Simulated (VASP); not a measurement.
As: single point with PBE+D3(BJ)

The system is As, a slab with vacuum.

```xyz
12
Lattice="7.4722 0.0000 0.0000 -1.8681 5.4148 0.0000 0.0000 0.0000 22.9707" Properties=species:S:1:pos:R:3 pbc="T T T"
As    1.8681    4.1948    8.5000
As    5.6042    4.1948    8.5000
As    0.0000    4.1948   10.1717
As    3.7361    4.1948   10.1717
As    1.8681    1.2199   10.6495
As    5.6042    1.2199   10.6495
As   -0.0006    0.8291   12.3481
As    3.7355    0.8291   12.3481
As    1.8666    3.5831   12.4388
As    5.6027    3.5831   12.4388
As   -0.0019    2.8311   13.9071
As    3.7342    2.8311   13.9071
```

```
Program                : VASP 6.6.1
Task                   : single point
Functional             : PBE
Dispersion             : D3(BJ)
Potentials or basis    : VASP PAW PBE potentials, release 64 (As)
Cutoff                 : 520 eV
k mesh                 : 4 × 6 × 1
Occupations            : gaussian, width 0.1 eV
Spin                   : no spin polarisation
Dipole correction      : yes
Further INCAR settings : ALGO = Normal; EDIFF = 1e-06; NBANDS = 42
```

- Largest force: 0.974 eV/Å
- Band gap on the k mesh: zero (bands 30 and 31 overlap by 0.44 eV)
- Dispersion energy per atom: -0.275 eV

Forces in eV/Å, atoms in the order of the input:
```
As   0.004  0.049  0.719
As   0.004  0.049  0.719
As  -0.003 -0.446 -0.866
As  -0.003 -0.446 -0.866
As  -0.002  0.402  0.125
As  -0.002  0.402  0.125
As   0.001 -0.021  0.011
As   0.001 -0.021  0.011
As  -0.002  0.021 -0.064
As  -0.002  0.021 -0.064
As   0.002 -0.005  0.074
As   0.002 -0.005  0.074
```

Levels at points of the mesh, in eV from the Fermi level:
| k point | band 26 | band 27 | band 28 | band 29 | band 30 | band 31 | band 32 | band 33 | band 34 | band 35 |
| --- | --- | --- | --- | --- | --- | --- | --- | --- | --- | --- |
| (0.00, 0.00, 0.00) | -2.06 | -1.61 | -0.92 | -0.36 | -0.23 | 0.19 | 0.25 | 1.17 | 1.21 | 1.66 |
| (0.50, 0.00, 0.00) | -1.73 | -1.54 | -1.54 | -0.05 | -0.05 | 0.77 | 0.77 | 1.55 | 1.55 | 1.93 |
| (0.00, 0.50, 0.00) | -1.85 | -1.43 | -1.35 | -0.58 | -0.37 | -0.36 | 0.25 | 0.56 | 1.22 | 1.64 |
| (0.50, 0.50, 0.00) | -1.75 | -1.23 | -1.23 | -0.66 | -0.66 | 0.02 | 0.02 | 1.27 | 1.27 | 1.81 |

Run time: 45 min on 1 thread of Intel Xeon 8259CL (shared host), peak memory 1.1 GiB.
